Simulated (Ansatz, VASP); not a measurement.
**Cl: VASP beside Ansatz**

```
Cl
1.0
     0.00000    3.86531    4.60456
     2.22049    0.00000    4.60456
     2.22049    3.86531    0.00000
Cl
2
Direct
  0.10930 0.10930 0.89070
  0.89070 0.89070 0.10930
```

Alike in both runs: functional PBE; k mesh 8 × 8 × 8; occupations gaussian, width 0.02 eV; no spin polarisation.

Ansatz relaxed the structure, and its values are those at the end. VASP's run is a single point on that final structure, the one shown.

```csv
,VASP,Ansatz
version,VASP 6.6.1,Ansatz 0.2.0
potentials or method,"VASP PAW PBE potentials, release 64 (Cl), cutoff 520 eV","scalar-relativistic, plane waves, PAW"
valence electrons in the cell,14,14
```

|  | VASP | Ansatz | Ansatz less VASP |
| --- | --- | --- | --- |
| gap on the k mesh at the Fermi level (eV) | 1.83 | 1.78 | -0.046 |
| least direct gap on the mesh (eV) | 1.83 | 1.78 | -0.046 |
| pressure (GPa) | -0.3 | 0.0 | +0.28 |
| rms of the force components (eV/Å) | 0.106 | 0.000 | -0.1063 |
